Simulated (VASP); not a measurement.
# NaCl (Fm-3m) in VASP: notebook

Aim: see how the results for NaCl move with the level of theory and the settings. Levels: LDA, PBEsol. Tasks: single point.

All numbers are computed with VASP 6.6.1; they aren't measurements. Logs are shortened: lines on timing, memory, paths and dates and some standing lists are left out, and cuts for length are marked.

## Step 1: The cell of the first run

The structure is cubic, space group Fm-3m (No. 225). The conventional cell has a = 5.605 Å, b = 5.605 Å, c = 5.605 Å, α = 90.00°, β = 90.00°, γ = 90.00°. Na (site symmetry m-3m) has 6 Cl at 2.80 Å within 3.7 Å. Cl (site symmetry m-3m) has 6 Na at 2.80 Å within 3.7 Å.

## Step 2: Single point, LDA

Contents of INCAR:

```
PREC = Accurate
ENCUT = 500
EDIFF = 1E-6
ISMEAR = 0
SIGMA = 0.01
LREAL = F
LASPH = T
NELM = 120
ALGO = Normal
ISIF = 2
LWAVE = F
LCHARG = T
GGA = CA
LELF = T
LVHAR = T
NBANDS = 14
GGA_COMPAT = F
```

Contents of KPOINTS:

```
Automatic mesh
0
Gamma
  4 4 4
```

Contents of POSCAR:

```
NaCl
1.0
    0.0000000000      2.8026988303      2.8026988303
    2.8026988303      0.0000000000      2.8026988303
    2.8026988303      2.8026988303      0.0000000000
Na Cl
1 1
Direct
    0.0000000000      0.0000000000      0.0000000000
    0.5000000000      0.5000000000      0.5000000000
```

Potentials or basis: VASP PAW LDA potentials, release 64 (Na_pv, Cl).

Launch:

```console
cat potpaw_LDA.64/Na_pv/POTCAR potpaw_LDA.64/Cl/POTCAR > POTCAR
mpirun -np 1 vasp_std > vasp.out
```

OUTCAR:

```text
PREC = Accurate
   ENCUT = 500
   EDIFF = 1E-6
   ISMEAR = 0
   LREAL = F
   LASPH = T
   NELM = 120
   ISIF = 2
   GGA = CA

 ion  position               nearest neighbor table
   1  0.000  0.000  0.000-
   2  0.500  0.500  0.500-

  LATTYP: Found a face centered cubic cell.
 ALAT       =     5.6053976606

  Lattice vectors:

 A1 = (   0.0000000000,   2.8026988303,   2.8026988303)
 A2 = (   2.8026988303,   0.0000000000,   2.8026988303)
 A3 = (   2.8026988303,   2.8026988303,   0.0000000000)

Analysis of symmetry for initial positions (statically):
=====================================================================
 Subroutine PRICEL returns:
 Original cell was already a primitive cell.

 Routine SETGRP: Setting up the symmetry group for a
 face centered cubic supercell.

 Subroutine GETGRP returns: Found 48 space group operations
 (whereof 48 operations were pure point group operations)
 out of a pool of 48 trial point group operations.

The static configuration has the point symmetry O_h .

Analysis of symmetry for dynamics (positions and initial velocities):
=====================================================================
 Subroutine PRICEL returns:
 Original cell was already a primitive cell.

 Routine SETGRP: Setting up the symmetry group for a
 face centered cubic supercell.

 Subroutine GETGRP returns: Found 48 space group operations
 (whereof 48 operations were pure point group operations)
 out of a pool of 48 trial point group operations.

The dynamic configuration has the point symmetry O_h .

 Subroutine INISYM returns: Found 48 space group operations
 (whereof 48 operations are pure point group operations),
 and found     1 'primitive' translations

----------------------------------------------------------------------------------------

                                     Primitive cell

  volume of cell :      44.0311

  direct lattice vectors                    reciprocal lattice vectors
     0.000000000  2.802698830  2.802698830    -0.178399475  0.178399475  0.178399475
     2.802698830  0.000000000  2.802698830     0.178399475 -0.178399475  0.178399475
     2.802698830  2.802698830  0.000000000     0.178399475  0.178399475 -0.178399475

  length of vectors
     3.963614697  3.963614697  3.963614697     0.308996955  0.308996955  0.308996955

  position of ions in fractional coordinates (direct lattice)
     0.000000000  0.000000000  0.000000000
     0.500000000  0.500000000  0.500000000

  ion indices of the primitive-cell ions
   primitive index   ion index
                 1           1
                 2           2

----------------------------------------------------------------------------------------

 KPOINTS: Automatic mesh

Automatic generation of k-mesh.
 Grid dimensions read from file:
 generate k-points for:    4    4    4

 Generating k-lattice:

  Cartesian coordinates                     Fractional coordinates (reciprocal lattice)
    -0.044599869  0.044599869  0.044599869     0.250000000  0.000000000  0.000000000
     0.044599869 -0.044599869  0.044599869     0.000000000  0.250000000  0.000000000
     0.044599869  0.044599869 -0.044599869     0.000000000  0.000000000  0.250000000

  Length of vectors
     0.077249239  0.077249239  0.077249239

  Shift w.r.t. Gamma in fractional coordinates (k-lattice)
     0.000000000  0.000000000  0.000000000

 Subroutine IBZKPT returns following result:
 ===========================================

 Found      8 irreducible k-points:

 Following reciprocal coordinates:
            Coordinates               Weight
  0.000000  0.000000  0.000000      1.000000
  0.250000  0.000000  0.000000      8.000000
  0.500000  0.000000  0.000000      4.000000
  0.250000  0.250000  0.000000      6.000000
  0.500000  0.250000  0.000000     24.000000
 -0.250000  0.250000  0.000000     12.000000
  0.500000  0.500000  0.000000      3.000000
 -0.250000  0.500000  0.250000      6.000000
   k-points           NKPTS =      8   k-points in BZ     NKDIM =      8   number of bands    NBANDS=     14
   number of dos      NEDOS =    301   number of ions     NIONS =      2
   total plane-waves  NPLWV =  27000
   dimension x,y,z NGX =    30 NGY =   30 NGZ =   30
   dimension x,y,z NGXF=    60 NGYF=   60 NGZF=   60
   ions per type =               1   1
   NGX,Y,Z   is equivalent  to a cutoff of  12.58, 12.58, 12.58 a.u.
   NGXF,Y,Z  is equivalent  to a cutoff of  25.17, 25.17, 25.17 a.u.
 SYSTEM =  unknown system
   PREC   = accura    normal or accurate (medium, high low for compatibility)
   ISTART =      0    job   : 0-new  1-cont  2-samecut
   ICHARG =      2    charge: 1-file 2-atom 10-const
   ISPIN  =      1    spin polarized calculation?
   LNONCOLLINEAR =      F non collinear calculations
   LSORBIT =      F    spin-orbit coupling
   LASPH  =      T    aspherical Exc in radial PAW
   ENCUT  =  500.0 eV  36.75 Ry    6.06 a.u.   7.23  7.23  7.23*2*pi/ulx,y,z
   NELM   =    120;   NELMIN=  2; NELMDL= -5     # of ELM steps
   EDIFF  = 0.1E-05   stopping-criterion for ELM
   LREAL  =      F    real-space projection
   EDIFFG = 0.1E-04   stopping-criterion for IOM
   NSW    =      0    number of steps for IOM
   IBRION =     -1    ionic relax: 0-MD 1-quasi-New 2-CG
   NFREE  =      0    steps in history (QN), initial steepest desc. (CG)
   ISIF   =      2    stress and relaxation
   ISYM   =      2    0-nonsym 1-usesym 2-fastsym
   POTIM  = 0.5000    time-step for ionic-motion
   TEBEG  =    0.0;   TEEND  =   0.0 temperature during run
   PSTRESS=    0.0 pullay stress
   NELECT =      14.0000    total number of electrons
   NUPDOWN=      -1.0000    fix difference up-down
   EMIN   =  10.00;   EMAX   =-10.00  energy-range for DOS
   EFERMI =   0.00;   METHOD = LEGACY
   ISMEAR =     0;   SIGMA  =   0.01  broadening in eV -4-tet -1-fermi 0-gaus
   EFERMI_NEDOS =   21; number of points for ismear=-14 and -15
   IALGO  =     38    algorithm
   IMIX   =      4    mixing-type and parameters
     AMIX     =   0.40;   BMIX     =  1.00
     AMIX_MAG =   1.60;   BMIX_MAG =  1.00
  volume/ion in A,a.u.               =      22.02       148.57
  Fermi-wavevector in a.u.,A,eV,Ry     =   1.117372  2.111527 16.987145  1.248520
  Thomas-Fermi vector in A             =   2.253994
   LORBIT       =      0    0 simple, 1 ext, 2 COOP (PROOUT), +10 PAW based schemes
   GGA     = CA    functional components
   LHFCALC =     F    Hartree Fock is set to
   AEXX    =    0.0000 exact exchange contribution
   IVDW    =     0    specifies the selected vdW correction
   LEPSILON=     F    determine dielectric tensor
   LRPA    =     F    only Hartree local field effects (RPA)
 non-spin polarized calculation
 Gauss-broadening in eV      SIGMA  =   0.01
  energy-cutoff  :      500.00
  volume of cell :       44.03
 maximum number of plane-waves:      1139
 NGX is ok and might be reduce to    30
   NGX = 15   NGY = 15   NGZ = 15

 number of electron      14.0000007 magnetization

 Free energy of the ion-electron system (eV)
  ---------------------------------------------------
  ext. energy  EPLUGINS =         0.00000000
  ---------------------------------------------------
  free energy    TOTEN  =        -7.36508874 eV

  energy without entropy =       -7.36508874  energy(sigma->0) =       -7.36508874

 E-fermi :  -0.6907     XC(G=0):  -8.8002

 val. band max:       -0.8380987074   @ k =   0.0000   0.0000   0.0000
 cond. band min:       3.9278301111   @ k =   0.0000   0.0000   0.0000
 fundamental gap:      4.7659288185
 Fermi energy:        -0.6906716501

 k-point     1 :       0.0000    0.0000    0.0000
  band No.  band energies     occupation
      1     -21.5870      2.00000
      2     -21.5870      2.00000
      3     -21.5870      2.00000
      4     -13.4648      2.00000
      5      -0.8381      2.00000
      6      -0.8381      2.00000
      7      -0.8381      2.00000
      8       3.9278      0.00000
      9      10.0241      0.00000
     10      10.0241      0.00000
     11      10.0241      0.00000
     12      12.2781      0.00000
     13      12.2781      0.00000
     14      13.6788      0.00000

 k-point     2 :       0.2500    0.0000    0.0000
  band No.  band energies     occupation
      1     -21.6041      2.00000
      2     -21.5882      2.00000
      3     -21.5882      2.00000
      4     -13.2828      2.00000
      5      -2.0341      2.00000
      6      -0.9856      2.00000
      7      -0.9856      2.00000
      8       5.4398      0.00000
      9       8.8921      0.00000
     10      10.3129      0.00000
     11      10.3129      0.00000
     12      12.1996      0.00000
     13      12.1996      0.00000
     14      14.4644      0.00000

 k-point     3 :       0.5000    0.0000    0.0000
  band No.  band energies     occupation
      1     -21.6208      2.00000
      2     -21.5895      2.00000
      3     -21.5895      2.00000
      4     -13.0887      2.00000
      5      -2.9192      2.00000
      6      -1.1236      2.00000
      7      -1.1236      2.00000
      8       6.0817      0.00000
      9       9.5733      0.00000
     10       9.8772      0.00000
     11       9.8772      0.00000
     12      13.8180      0.00000
     13      15.3432      0.00000
     14      15.3432      0.00000
[... 52 lines left out ...]
 k-point     7 :       0.5000    0.5000    0.0000
  band No.  band energies     occupation
      1     -21.6104      2.00000
      2     -21.5964      2.00000
      3     -21.5964      2.00000
      4     -13.0381      2.00000
      5      -2.6294      2.00000
      6      -1.4797      2.00000
      7      -1.4797      2.00000
      8       6.3810      0.00000
      9       6.8787      0.00000
     10      10.2232      0.00000
     11      13.6492      0.00000
     12      13.6492      0.00000
     13      14.3761      0.00000
     14      16.1540      0.00000

 k-point     8 :      -0.2500    0.5000    0.2500
  band No.  band energies     occupation
      1     -21.6033      2.00000
      2     -21.6033      2.00000
      3     -21.5988      2.00000
      4     -13.0185      2.00000
      5      -2.1227      2.00000
      6      -2.1227      2.00000
      7      -1.6572      2.00000
      8       7.7282      0.00000
      9       8.5834      0.00000
     10       8.5834      0.00000
     11      10.2378      0.00000
     12      14.6389      0.00000
     13      14.6389      0.00000
     14      15.3533      0.00000

------------------------ aborting loop because EDIFF is reached ----------------------------------------

  FORCE on cell =-STRESS in cart. coord.  units (eV):
  Direction    XX          YY          ZZ          XY          YZ          ZX
  --------------------------------------------------------------------------------------
  -------------------------------------------------------------------------------------
  Total       -0.5603398     -0.5603398     -0.5603398      0.0000000      0.0000000     -0.0000000
  in kB      -20.3893219    -20.3893219    -20.3893219      0.0000000      0.0000000     -0.0000000
  external PRESSURE =     -20.3893219 kB  Pullay stress =       0.0000000 kB

 VOLUME and BASIS-vectors are now :
 -----------------------------------------------------------------------------
  energy-cutoff  :      500.00
  volume of cell :       44.03
      direct lattice vectors                 reciprocal lattice vectors
     0.000000000  2.802698830  2.802698830    -0.178399475  0.178399475  0.178399475
     2.802698830  0.000000000  2.802698830     0.178399475 -0.178399475  0.178399475
     2.802698830  2.802698830  0.000000000     0.178399475  0.178399475 -0.178399475

 POSITION                                       TOTAL-FORCE (eV/Angst)
 -----------------------------------------------------------------------------------
      0.00000      0.00000      0.00000        -0.000000     -0.000000      0.000000
      2.80270      2.80270      2.80270         0.000000      0.000000      0.000000
 -----------------------------------------------------------------------------------
    total drift:                               -0.000000      0.000000      0.000000

  FREE ENERGIE OF THE ION-ELECTRON SYSTEM (eV)
  ---------------------------------------------------
  free  energy   TOTEN  =        -7.3650887398 eV

  energy  without entropy=       -7.3650887398  energy(sigma->0) =       -7.36508874
```

Run time: 4.7 s. Hardware: 1 thread of Intel Xeon Platinum 8559C (Emerald Rapids), shared host; peak memory 0.13 GiB.

What came out:

```yaml
Free_energy: -7.3651 eV
Pressure: -2.0 GPa
Band_gap_on_the_k_mesh: 4.77 eV
```

Caveat: the k points lie up to 0.49 Å⁻¹ apart.

## Step 3: Single point, PBEsol

Contents of INCAR:

```
SYSTEM = NaCl
PREC = Accurate ; ENCUT = 500
EDIFF = 1E-6 ; ISMEAR = 0
SIGMA = 0.01 ; LREAL = .FALSE.
LASPH = .TRUE. ; NELM = 120
ALGO = Normal ; ISIF = 2
LWAVE = .FALSE. ; LCHARG = .TRUE.
GGA = PS ; LELF = .TRUE.
LVHAR = .TRUE. ; NBANDS = 14
GGA_COMPAT = .FALSE.
```

Contents of KPOINTS:

```
regular mesh
0
G
  6 6 6
  0 0 0
```

POSCAR is that of step 2.

Potentials or basis: VASP PAW PBE potentials, release 64 (Na_pv, Cl).

Launch:

```console
cat potpaw_PBE.64/Na_pv/POTCAR potpaw_PBE.64/Cl/POTCAR > POTCAR
mpirun -np 1 vasp_std > vasp.out
```

Wall time 7.4 s (1 thread of Intel Xeon Platinum 8559C (Emerald Rapids), shared host); peak memory 0.15 GiB.

The run converged. Its results:

```yaml
Free_energy: -6.9982 eV
Pressure: 0.0 GPa
Band_gap_on_the_k_mesh: 5.00 eV
```

Levels at points of the mesh, in eV from the valence-band top:
| k point | band 4 | band 5 | band 6 | band 7 | band 8 | band 9 | band 10 | band 11 |
| --- | --- | --- | --- | --- | --- | --- | --- | --- |
| (0.00, 0.00, 0.00) | -12.69 | 0.00 | 0.00 | 0.00 | 5.00 | 11.01 | 11.01 | 11.01 |
| (0.50, 0.00, 0.00) | -12.32 | -2.03 | -0.28 | -0.28 | 7.11 | 10.65 | 10.91 | 10.91 |
| (0.50, 0.50, 0.00) | -12.27 | -1.75 | -0.63 | -0.63 | 7.49 | 7.87 | 11.26 | 14.78 |

Caveat: the PAW data sets were made with another functional, which shifts forces and pressure a little.
